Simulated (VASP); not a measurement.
BaS, 2 atoms in the cell. It takes space group Pm-3m (No. 221, cubic). Conventional cell: a = 3.834 Å, b = 3.834 Å, c = 3.834 Å, α = 90.00°, β = 90.00°, γ = 90.00°. Within 4.4 Å of Ba (site symmetry m-3m) lie 8 S at 3.32 Å and 6 Ba at 3.83 Å. Within 4.4 Å of S (site symmetry m-3m) lie 8 Ba at 3.32 Å and 6 S at 3.83 Å. 

* Program: VASP 6.6.1
* Task: single point
* Functional: PBE
* Potentials or basis: VASP PAW PBE potentials, release 64 (Ba_sv, S)
* Cutoff: 520 eV
* k mesh: 6 × 6 × 6
* Occupations: gaussian, width 0.01 eV
* Spin: no spin polarisation
* Dipole correction: no
* Further INCAR settings: ALGO = Normal; EDIFF = 1e-06; NBANDS = 15

Potentials or basis: VASP PAW PBE potentials, release 64 (Ba_sv, S).

Command:

```sh
$ cat potpaw_PBE.64/Ba_sv/POTCAR potpaw_PBE.64/S/POTCAR > POTCAR
$ mpirun -np 1 vasp_std > vasp.out
```

Hardware: 1 thread of Intel Xeon 8259CL, on a shared host.

Question: How long does it take, and how much memory?

Answer: Run time: 19 s on 1 thread of Intel Xeon 8259CL (shared host), peak memory 0.17 GiB. Counts: scf iterations 12, k points 20.
